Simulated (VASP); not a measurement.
Input of a VASP 6.6.1 run:

File INCAR:

```
ALGO = Normal ; EDIFF = 1E-6
ENCUT = 600 ; GGA = PE
GGA_COMPAT = F ; ISIF = 2
ISMEAR = 0 ; LASPH = T
LCHARG = F ; LREAL = F
LWAVE = F ; NBANDS = 29
NELM = 120 ; PREC = Accurate
SIGMA = 0.2
```

File KPOINTS:

```
k-points
0
Gamma
  3 3 3
```

POSCAR

```
Mg4CdS3
1.0
    5.4361645337      0.0000000000      0.0000000000
    0.0000000000      5.4361645337      0.0000000000
    0.0000000000      0.0000000000      5.4361645337
Mg Cd S
4 1 3
Direct
    0.5000000000      0.0000000000      0.0000000000
    0.5000000000      0.5000000000      0.5000000000
    0.0000000000      0.0000000000      0.5000000000
    0.0000000000      0.5000000000      0.0000000000
    0.0000000000      0.0000000000      0.0000000000
    0.0000000000      0.5000000000      0.5000000000
    0.5000000000      0.0000000000      0.5000000000
    0.5000000000      0.5000000000      0.0000000000
```

Potentials or basis: VASP PAW PBE potentials, release 64 (Mg, Cd, S).

Launch:

```sh
$ cat potpaw_PBE.64/Mg/POTCAR potpaw_PBE.64/Cd/POTCAR potpaw_PBE.64/S/POTCAR > POTCAR
$ mpirun -np 1 vasp_std > vasp.out
```

(1) Predict the band gap on the k mesh.

(2) Predict the pressure.

Results:

(1) zero (band 19 reaches 4.90 eV, above the bottom of band 20 at 4.28 eV).

(2) -0.2 GPa.

Caveat: the k points lie up to 0.39 Å⁻¹ apart.
